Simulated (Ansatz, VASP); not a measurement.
KF in VASP and in Ansatz

```
CELL_PARAMETERS angstrom
0.00000 2.54561 2.54561
2.54561 0.00000 2.54561
2.54561 2.54561 0.00000
ATOMIC_POSITIONS crystal
K 0.00000 0.00000 0.00000
F 0.50000 0.50000 0.50000
```

Alike in both runs: task single point; functional PBE; k mesh 2 × 2 × 2; no spin polarisation.

```csv
,VASP,Ansatz
version,VASP 6.6.1,Ansatz 0.2.0
potentials or method,"VASP PAW PBE potentials, release 64 (K_sv, F), cutoff 600 eV","scalar-relativistic, plane waves, PAW"
occupations,"gaussian, width 0.01 eV",fixed
valence electrons in the cell,16,16
```

|  | VASP | Ansatz | Ansatz less VASP |
| --- | --- | --- | --- |
| gap on the k mesh at the Fermi level (eV) | 6.97 | 6.99 | +0.019 |
| least direct gap on the mesh (eV) | 6.97 | 6.99 | +0.019 |
| pressure (GPa) | 8.9 | 8.7 | -0.20 |

The k mesh is coarse, so the values compare programs but aren't converged.
